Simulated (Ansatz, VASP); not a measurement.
One calculation of SnSe2, two programs

```
CELL_PARAMETERS angstrom
3.75949 0.00000 0.00000
-1.87975 3.25582 0.00000
0.00000 0.00000 6.05307
ATOMIC_POSITIONS crystal
Sn 0.00000 0.00000 0.00000
Se 0.66667 0.33333 0.75100
Se 0.33333 0.66667 0.24900
```

Change from the starting cell: volume scaled by 0.96.

Alike in both runs: task single point; functional PBEsol; dispersion D4; k mesh 8 × 8 × 5; occupations tetrahedron; collinear spin; fixed moment 1 μB.

|  | VASP | Ansatz |
| --- | --- | --- |
| version | VASP 6.6.1 | Ansatz 0.2.0 |
| potentials or method | VASP PAW PBE potentials, release 64 (Sn_d, Se), cutoff 520 eV | all-electron LAPW, scalar-relativistic |

VASP gave:

| Quantity | Value |
| --- | --- |
| pressure (GPa) | 7.2 |
| traceless stress, the component that is largest in VASP (GPa) | 0.78 |
| rms of the force components (eV/Å) | 0.792 |
| size of the moment on the site where the two differ most (μB) | 0.26 |

Problem. Estimate Ansatz's values.

Solution. Pressure (GPa): 7.1; traceless stress, the component that is largest in VASP (GPa): 0.79; rms of the force components (eV/Å): 0.780; size of the moment on the site where the two differ most (μB): 0.30.

VASP's potentials were made for PBE, not for PBEsol. Site moments also hang on the region over which each program counts them. Atom by atom the forces differ by 0.011 eV/Å (rms over components). Ansatz ran all-electron here, and VASP with PAW potentials.
